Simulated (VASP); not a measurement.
# TaWC2 (R-3m) in VASP: single point with PBE

Aim: the single point of TaWC2 with PBE.

All numbers are computed with VASP 6.6.1; they aren't measurements. Logs are shortened: lines on timing, memory, paths and dates and some standing lists are left out, and cuts for length are marked.

**1. The cell of the first run**

It takes space group R-3m (No. 166, trigonal). Conventional cell: a = 3.132 Å, b = 3.132 Å, c = 15.301 Å, α = 90.00°, β = 90.00°, γ = 120.00°. Within 2.9 Å of Ta (site symmetry -3m) lie 6 C at 2.22 Å. W (site symmetry -3m) has 6 C at 2.20 Å within 2.9 Å. Within 2.9 Å of C (site symmetry 3m) lie 3 W at 2.20 Å and 3 Ta at 2.22 Å.

**2. Single point, PBE**

The input, INCAR:

```
ALGO = Normal ; EDIFF = 1E-7
ENCUT = 520 ; GGA = PE
ISIF = 2 ; ISMEAR = 0
LASPH = T ; LCHARG = T
LELF = T ; LREAL = F
LVHAR = T ; LWAVE = F
NBANDS = 24 ; NELM = 60
PREC = Accurate ; SIGMA = 0.1
```

The input, KPOINTS:

```
k-points
0
Gamma
  18 18 18
```

The input, POSCAR:

```
TaWC2
1.0
    1.5659614544      0.9041082672      5.1002135606
   -1.5659614544      0.9041082672      5.1002135606
    0.0000000000     -1.8082165344      5.1002135606
Ta W C
1 1 2
Direct
    0.5000000000      0.5000000000      0.5000000000
    0.0000000000      0.0000000000      0.0000000000
    0.7487916254      0.7487916254      0.7487916254
    0.2512083746      0.2512083746      0.2512083746
```

Potentials or basis: VASP PAW PBE potentials, release 64 (Ta_pv, W_sv, C).

On the command line:

```
$ cat potpaw_PBE.64/Ta_pv/POTCAR potpaw_PBE.64/W_sv/POTCAR potpaw_PBE.64/C/POTCAR > POTCAR
$ mpirun -np 1 vasp_std > vasp.out
```

OUTCAR:

```text
EDIFF = 1E-7
   ENCUT = 520
   GGA = PE
   ISIF = 2
   ISMEAR = 0
   LASPH = T
   LREAL = F
   NELM = 60
   PREC = Accurate

 ion  position               nearest neighbor table
   1  0.500  0.500  0.500-   4 2.22   3 2.22   4 2.22   4 2.22   3 2.22   3 2.22   2 3.13   2 3.13
                             2 3.13   2 3.13   2 3.13   2 3.13
   2  0.000  0.000  0.000-   3 2.20   4 2.20   3 2.20   3 2.20   4 2.20   4 2.20   1 3.13   1 3.13
                             1 3.13   1 3.13   1 3.13   1 3.13
   3  0.749  0.749  0.749-   2 2.20   2 2.20   2 2.20   1 2.22   1 2.22   1 2.22
   4  0.251  0.251  0.251-   2 2.20   2 2.20   2 2.20   1 2.22   1 2.22   1 2.22

  LATTYP: Found a trigonal (rhomboedric) cell.
 ALAT       =     5.4112683725
 COS(alpha) =     0.8325080323

  Lattice vectors:

 A1 = (   1.5659614544,   0.9041082672,   5.1002135606)
 A2 = (  -1.5659614544,   0.9041082672,   5.1002135606)
 A3 = (   0.0000000000,  -1.8082165344,   5.1002135606)

Analysis of symmetry for initial positions (statically):
=====================================================================
 Subroutine PRICEL returns:
 Original cell was already a primitive cell.

 Routine SETGRP: Setting up the symmetry group for a
 trigonal (rhombohedral) supercell.

 Subroutine GETGRP returns: Found 12 space group operations
 (whereof 12 operations were pure point group operations)
 out of a pool of 12 trial point group operations.

The static configuration has the point symmetry D_3d.

Analysis of symmetry for dynamics (positions and initial velocities):
=====================================================================
 Subroutine PRICEL returns:
 Original cell was already a primitive cell.

 Routine SETGRP: Setting up the symmetry group for a
 trigonal (rhombohedral) supercell.

 Subroutine GETGRP returns: Found 12 space group operations
 (whereof 12 operations were pure point group operations)
 out of a pool of 12 trial point group operations.

The dynamic configuration has the point symmetry D_3d.

 Subroutine INISYM returns: Found 12 space group operations
 (whereof 12 operations are pure point group operations),
 and found     1 'primitive' translations

----------------------------------------------------------------------------------------

                                     Primitive cell

  volume of cell :      43.3253

  direct lattice vectors                    reciprocal lattice vectors
     1.565961454  0.904108267  5.100213561     0.319292661  0.184343704  0.065356740
    -1.565961454  0.904108267  5.100213561    -0.319292661  0.184343704  0.065356740
     0.000000000 -1.808216534  5.100213561     0.000000000 -0.368687408  0.065356740

  length of vectors
     5.411268372  5.411268372  5.411268372     0.374435453  0.374435453  0.374435453

  position of ions in fractional coordinates (direct lattice)
     0.500000000  0.500000000  0.500000000
     0.000000000  0.000000000  0.000000000
     0.748791625  0.748791625  0.748791625
     0.251208375  0.251208375  0.251208375

  ion indices of the primitive-cell ions
   primitive index   ion index
                 1           1
                 2           2
                 3           3
                 4           4

----------------------------------------------------------------------------------------

 KPOINTS: k-points

Automatic generation of k-mesh.
 Grid dimensions read from file:
 generate k-points for:   18   18   18

 Generating k-lattice:

  Cartesian coordinates                     Fractional coordinates (reciprocal lattice)
     0.017738481  0.010241317  0.003630930     0.055555556  0.000000000  0.000000000
    -0.017738481  0.010241317  0.003630930     0.000000000  0.055555556  0.000000000
     0.000000000 -0.020482634  0.003630930     0.000000000  0.000000000  0.055555556

  Length of vectors
     0.020801970  0.020801970  0.020801970

  Shift w.r.t. Gamma in fractional coordinates (k-lattice)
     0.000000000  0.000000000  0.000000000

 Subroutine IBZKPT returns following result:
 ===========================================

 Found    580 irreducible k-points:

 Following reciprocal coordinates:
            Coordinates               Weight
  0.000000  0.000000  0.000000      1.000000
  0.055556  0.000000 -0.000000      6.000000
  0.111111  0.000000 -0.000000      6.000000
  0.166667  0.000000 -0.000000      6.000000
  0.222222 -0.000000  0.000000      6.000000
  0.277778  0.000000  0.000000      6.000000
[... 16 lines left out ...]
 -0.277778  0.055556 -0.000000     12.000000
 -0.222222  0.055556 -0.000000     12.000000
 [... further k-points ...]
   k-points           NKPTS =    580   k-points in BZ     NKDIM =    580   number of bands    NBANDS=     24
   number of dos      NEDOS =    301   number of ions     NIONS =      4
   total plane-waves  NPLWV =  64000
   dimension x,y,z NGX =    40 NGY =   40 NGZ =   40
   dimension x,y,z NGXF=    80 NGYF=   80 NGZF=   80
   ions per type =               1   1   2
   NGX,Y,Z   is equivalent  to a cutoff of  12.29, 12.29, 12.29 a.u.
   NGXF,Y,Z  is equivalent  to a cutoff of  24.58, 24.58, 24.58 a.u.
 SYSTEM =  unknown system
   PREC   = accura    normal or accurate (medium, high low for compatibility)
   ISTART =      0    job   : 0-new  1-cont  2-samecut
   ICHARG =      2    charge: 1-file 2-atom 10-const
   ISPIN  =      1    spin polarized calculation?
   LNONCOLLINEAR =      F non collinear calculations
   LSORBIT =      F    spin-orbit coupling
   LASPH  =      T    aspherical Exc in radial PAW
   ENCUT  =  520.0 eV  38.22 Ry    6.18 a.u.  10.06 10.06 10.06*2*pi/ulx,y,z
   NELM   =     60;   NELMIN=  2; NELMDL= -5     # of ELM steps
   EDIFF  = 0.1E-06   stopping-criterion for ELM
   LREAL  =      F    real-space projection
   EDIFFG = 0.1E-05   stopping-criterion for IOM
   NSW    =      0    number of steps for IOM
   IBRION =     -1    ionic relax: 0-MD 1-quasi-New 2-CG
   NFREE  =      0    steps in history (QN), initial steepest desc. (CG)
   ISIF   =      2    stress and relaxation
   ISYM   =      2    0-nonsym 1-usesym 2-fastsym
   POTIM  = 0.5000    time-step for ionic-motion
   TEBEG  =    0.0;   TEEND  =   0.0 temperature during run
   PSTRESS=    0.0 pullay stress
   NELECT =      33.0000    total number of electrons
   NUPDOWN=      -1.0000    fix difference up-down
   EMIN   =  10.00;   EMAX   =-10.00  energy-range for DOS
   EFERMI =   0.00;   METHOD = LEGACY
   ISMEAR =     0;   SIGMA  =   0.10  broadening in eV -4-tet -1-fermi 0-gaus
   EFERMI_NEDOS =   21; number of points for ismear=-14 and -15
   IALGO  =     38    algorithm
   IMIX   =      4    mixing-type and parameters
     AMIX     =   0.40;   BMIX     =  1.00
     AMIX_MAG =   1.60;   BMIX_MAG =  1.00
  volume/ion in A,a.u.               =      10.83        73.09
  Fermi-wavevector in a.u.,A,eV,Ry     =   1.495085  2.825300 30.412803  2.235278
  Thomas-Fermi vector in A             =   2.607275
   LORBIT       =      0    0 simple, 1 ext, 2 COOP (PROOUT), +10 PAW based schemes
   GGA     = PE    functional components
   LHFCALC =     F    Hartree Fock is set to
   AEXX    =    0.0000 exact exchange contribution
   IVDW    =     0    specifies the selected vdW correction
   LEPSILON=     F    determine dielectric tensor
   LRPA    =     F    only Hartree local field effects (RPA)
 non-spin polarized calculation
 Gauss-broadening in eV      SIGMA  =   0.10
  energy-cutoff  :      520.00
  volume of cell :       43.33
 maximum number of plane-waves:      1182
   NGX = 21   NGY = 21   NGZ = 21

 number of electron      33.0000000 magnetization

 Free energy of the ion-electron system (eV)
  ---------------------------------------------------
  ext. energy  EPLUGINS =         0.00000000
  ---------------------------------------------------
  free energy    TOTEN  =       -43.81722883 eV

  energy without entropy =      -43.80961857  energy(sigma->0) =      -43.81342370

 E-fermi :  10.3826     XC(G=0): -13.4381

 val. band max:       10.3814239939   @ k =  -0.3333   0.5000   0.1667
 cond. band min:      10.3846268320   @ k =  -0.4444   0.2778   0.0000
 fundamental gap:      0.0032028381
 Fermi energy:        10.3825866662

 k-point     1 :       0.0000    0.0000    0.0000
  band No.  band energies     occupation
      1     -64.9788      2.00000
      2     -29.2445      2.00000
      3     -29.0512      2.00000
      4     -29.0512      2.00000
      5     -25.3186      2.00000
      6     -24.9466      2.00000
[... 16 lines left out ...]
     23      13.3539      0.00000
     24      15.4554      0.00000

 k-point     2 :       0.0556    0.0000   -0.0000
  band No.  band energies     occupation
      1     -64.9781      2.00000
      2     -29.2419      2.00000
      3     -29.0636      2.00000
      4     -29.0541      2.00000
      5     -25.3165      2.00000
      6     -24.9647      2.00000
[... 16 lines left out ...]
     23      13.2643      0.00000
     24      15.7681      0.00000

 k-point     3 :       0.1111    0.0000   -0.0000
  band No.  band energies     occupation
      1     -64.9763      2.00000
      2     -29.2343      2.00000
      3     -29.0993      2.00000
      4     -29.0623      2.00000
      5     -25.3104      2.00000
      6     -25.0163      2.00000
[... 16 lines left out ...]
     23      13.0516      0.00000
     24      16.5013      0.00000
[... 514 lines left out ...]
 k-point    23 :      -0.2778    0.0556   -0.0000
  band No.  band energies     occupation
      1     -64.9642      2.00000
      2     -29.3224      2.00000
      3     -29.1848      2.00000
      4     -29.1207      2.00000
      5     -25.3359      2.00000
      6     -25.2687      2.00000
[... 16 lines left out ...]
     23      15.3819      0.00000
     24      16.7505      0.00000

 k-point    24 :      -0.2222    0.0556   -0.0000
  band No.  band energies     occupation
      1     -64.9678      2.00000
      2     -29.2568      2.00000
      3     -29.1997      2.00000
      4     -29.1036      2.00000
      5     -25.2819      2.00000
      6     -25.2417      2.00000
[... 16 lines left out ...]
     23      15.5426      0.00000
     24      16.3672      0.00000

 [... further k-points ...]

------------------------ aborting loop because EDIFF is reached ----------------------------------------

  FORCE on cell =-STRESS in cart. coord.  units (eV):
  Direction    XX          YY          ZZ          XY          YZ          ZX
  --------------------------------------------------------------------------------------
  -------------------------------------------------------------------------------------
  Total        0.2019109      0.2019109      0.2162460      0.0000000      0.0000000      0.0000000
  in kB        7.4667079      7.4667079      7.9968249      0.0000000      0.0000000      0.0000000
  external PRESSURE =       7.6434136 kB  Pullay stress =       0.0000000 kB

 VOLUME and BASIS-vectors are now :
 -----------------------------------------------------------------------------
  energy-cutoff  :      520.00
  volume of cell :       43.33
      direct lattice vectors                 reciprocal lattice vectors
     1.565961454  0.904108267  5.100213561     0.319292661  0.184343704  0.065356740
    -1.565961454  0.904108267  5.100213561    -0.319292661  0.184343704  0.065356740
     0.000000000 -1.808216534  5.100213561     0.000000000 -0.368687408  0.065356740

 POSITION                                       TOTAL-FORCE (eV/Angst)
 -----------------------------------------------------------------------------------
      0.00000      0.00000      7.65032        -0.000000     -0.000000     -0.000000
      0.00000      0.00000      0.00000         0.000000      0.000000     -0.000000
      0.00000      0.00000     11.45699         0.000000     -0.000000     -0.007736
      0.00000      0.00000      3.84365         0.000000     -0.000000      0.007736
 -----------------------------------------------------------------------------------
    total drift:                               -0.000000     -0.000000     -0.000000

  FREE ENERGIE OF THE ION-ELECTRON SYSTEM (eV)
  ---------------------------------------------------
  free  energy   TOTEN  =       -43.8172288253 eV

  energy  without entropy=      -43.8096185723  energy(sigma->0) =      -43.81342370
```

Run time: 40 min. Hardware: 1 thread of Oxide Virtual Turin-like, shared host; peak memory 0.7 GiB.

Results:

```yaml
Free_energy: -43.8172 eV
Pressure: 0.8 GPa
Largest_force: 0.008 eV/Å
Band_gap_on_the_k_mesh: zero (an odd number of electrons rules out a gap without spin polarisation)
```

Forces in eV/Å, atoms in the order of the input:
```
Ta   0.000  0.000  0.000
W    0.000  0.000  0.000
C    0.000  0.000 -0.008
C    0.000  0.000  0.008
```

Caveat: spin-orbit coupling is left out, which moves the levels of the heavy elements.
